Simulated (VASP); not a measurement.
Write the native input for VASP 6.6.1 that does the following.

- Task: single point
- Functional: PBE
- Potentials or basis: VASP PAW PBE potentials, release 64 (Sb, Se)
- Cutoff: 520 eV
- k mesh: 7 × 8 × 3
- Occupations: fermi-dirac, width 0.0317 eV
- Spin: no spin polarisation
- Dipole correction: no
- k mesh for the DOS: 11 × 12 × 5
- Occupations for the DOS: tetrahedron
- Further INCAR settings: ALGO = Normal; EDIFF = 1e-06; NBANDS = 32

SbSe:

```
CELL_PARAMETERS angstrom
4.76125 0.00000 0.00000
0.00000 4.15250 0.00000
0.00000 0.00000 11.72919
ATOMIC_POSITIONS crystal
Sb 0.10600 0.25000 0.87900
Sb 0.39400 0.25000 0.37900
Sb 0.60600 0.75000 0.62100
Sb 0.89400 0.75000 0.12100
Se 0.50300 0.25000 0.14800
Se 0.99700 0.25000 0.64800
Se 0.00300 0.75000 0.35200
Se 0.49700 0.75000 0.85200
```

These files were run (other wordings do the same):

POSCAR

```
SbSe
1.0
    4.7612490000      0.0000000000      0.0000000000
    0.0000000000      4.1525040000      0.0000000000
    0.0000000000      0.0000000000     11.7291940000
Sb Se
4 4
Direct
    0.1060000000      0.2500000000      0.8790000000
    0.3940000000      0.2500000000      0.3790000000
    0.6060000000      0.7500000000      0.6210000000
    0.8940000000      0.7500000000      0.1210000000
    0.5030000000      0.2500000000      0.1480000000
    0.9970000000      0.2500000000      0.6480000000
    0.0030000000      0.7500000000      0.3520000000
    0.4970000000      0.7500000000      0.8520000000
```

INCAR.step1

```
SYSTEM = SbSe
PREC     = Accurate       ! precision mode
ENCUT    = 520            ! plane-wave cutoff, eV
EDIFF    = 1E-6           ! SCF threshold, eV
ISMEAR   = -1             ! smearing method
SIGMA    = 0.0317         ! smearing width, eV
LREAL    = .False.        ! projectors in reciprocal space
LASPH    = .True.         ! aspherical terms in the spheres
NELM     = 60             ! most SCF steps
ALGO     = Normal         ! electronic algorithm
ISIF     = 2              ! what is computed and relaxed
LWAVE    = .False.        ! write WAVECAR
LCHARG   = .True.         ! write CHGCAR
GGA      = PE             ! functional
NBANDS   = 32             ! bands
```

KPOINTS.step1

```
regular mesh
0
Gamma
  7 8 3
  0 0 0
```

INCAR.step2

```
SYSTEM = SbSe
PREC     = Accurate       ! precision mode
ENCUT    = 520            ! plane-wave cutoff, eV
EDIFF    = 1E-6           ! SCF threshold, eV
ISMEAR   = -5             ! smearing method
SIGMA    = 0.0317         ! smearing width, eV
LREAL    = .False.        ! projectors in reciprocal space
LASPH    = .True.         ! aspherical terms in the spheres
NELM     = 60             ! most SCF steps
ALGO     = Normal         ! electronic algorithm
ISIF     = 2              ! what is computed and relaxed
LWAVE    = .False.        ! write WAVECAR
LCHARG   = .False.        ! write CHGCAR
GGA      = PE             ! functional
LORBIT   = 10             ! projections on sites
NBANDS   = 32             ! bands
NEDOS    = 1001           ! points of the DOS
ICHARG   = 11             ! starting density
```

KPOINTS.step2

```
regular mesh
0
Gamma
  11 12 5
  0 0 0
```

Potentials or basis: VASP PAW PBE potentials, release 64 (Sb, Se).

Run with:

```console
$ cat potpaw_PBE.64/Sb/POTCAR potpaw_PBE.64/Se/POTCAR > POTCAR
$ cp INCAR.step1 INCAR
$ cp KPOINTS.step1 KPOINTS
$ mpirun -np 1 vasp_std > vasp.out
$ cp INCAR.step2 INCAR
$ cp KPOINTS.step2 KPOINTS
$ mpirun -np 1 vasp_std > vasp.out
```

It gave:

The valence electrons inside the program's atomic spheres are Sb 2.29; Se 3.75.

Wall time 17 min on 1 thread of Intel Xeon 8259CL (shared host), peak memory 0.83 GiB.
